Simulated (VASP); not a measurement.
The system is PbS (Galena).

```
CELL_PARAMETERS angstrom
0.00000 2.96575 2.96575
2.96575 0.00000 2.96575
2.96575 2.96575 0.00000
ATOMIC_POSITIONS crystal
Pb 0.00000 0.00000 0.00000
S 0.50000 0.50000 0.50000
```

```yaml
Program: VASP 6.6.1
Task: relaxation of cell and atoms
Functional: revPBE
Potentials_or_basis: VASP PAW PBE potentials, release 64 (Pb_d, S)
Cutoff: 600 eV
k_mesh: 8 × 8 × 8
Occupations: fermi-dirac, width 0.05 eV
Spin: no spin polarisation
```

At the start: pressure 3.6 GPa; volume 26.09 Å³/atom.

Q: How do energy, volume and symmetry change on relaxing?

A: Over 3 steps the energy falls by 18.4 meV/atom and the volume is 27.81 Å³/atom (+6.6 %); space group Fm-3m (No. 225, to 0.05 Å).

The path:
| step | energy change (eV) | largest force (eV/Å) | pressure (GPa) | volume (Å³) |
| --- | --- | --- | --- | --- |
| 1 | 0.0000 | 0.0000 | 3.61 | 52.17 |
| 2 | -0.0335 | 0.0000 | -0.93 | 56.74 |
| 3 | -0.0368 | 0.0000 | 0.01 | 55.62 |

Final structure:
```cif
data_structure
_symmetry_space_group_name_H-M 'P 1'
_symmetry_Int_Tables_number 1
_cell_length_a 4.2846
_cell_length_b 4.2846
_cell_length_c 4.2846
_cell_angle_alpha 60.000
_cell_angle_beta 60.000
_cell_angle_gamma 60.000
_cell_volume 55.62
loop_
_atom_site_label
_atom_site_type_symbol
_atom_site_fract_x
_atom_site_fract_y
_atom_site_fract_z
_atom_site_occupancy
Pb1 Pb 0.00000 0.00000 0.00000 1
S1 S 0.50000 0.50000 0.50000 1
```

Caveat: the PAW data sets were made with another functional, which shifts forces and pressure a little.
